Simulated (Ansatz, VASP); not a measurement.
## CaAl2Ge2: VASP beside Ansatz

```
Ca Al Ge
1.0
     4.27779    0.00000    0.00000
    -2.13890    3.70468    0.00000
     0.00000    0.00000    7.35181
Ca Al Ge
1 2 2
Cartesian
  0.0000 0.0000 0.0000
  0.0000 2.4698 4.6265
  2.1389 1.2349 2.7253
  0.0000 2.4698 1.9274
  2.1389 1.2349 5.4244
```

Alike in both runs: task single point; functional LDA; k mesh 6 × 6 × 4; occupations fermi-dirac, width 0.1 eV; no spin polarisation.

```csv
,VASP,Ansatz
version,VASP 6.6.1,Ansatz 0.2.0
potentials or method,"VASP PAW LDA potentials, release 64 (Ca_sv, Al, Ge_d), cutoff 520 eV","plane waves, PAW"
valence electrons in the cell,44,44
```

|  | VASP | Ansatz | Ansatz less VASP |
| --- | --- | --- | --- |
| pressure (GPa) | -6.4 | -6.5 | -0.07 |
| traceless stress, the component that is largest in VASP (GPa) | -0.54 | -0.54 | -0.004 |

LDA's correlation is that of Perdew and Zunger in VASP and of Perdew and Wang (1992) in Ansatz. Ansatz's warnings: structure snapped to symmetry.
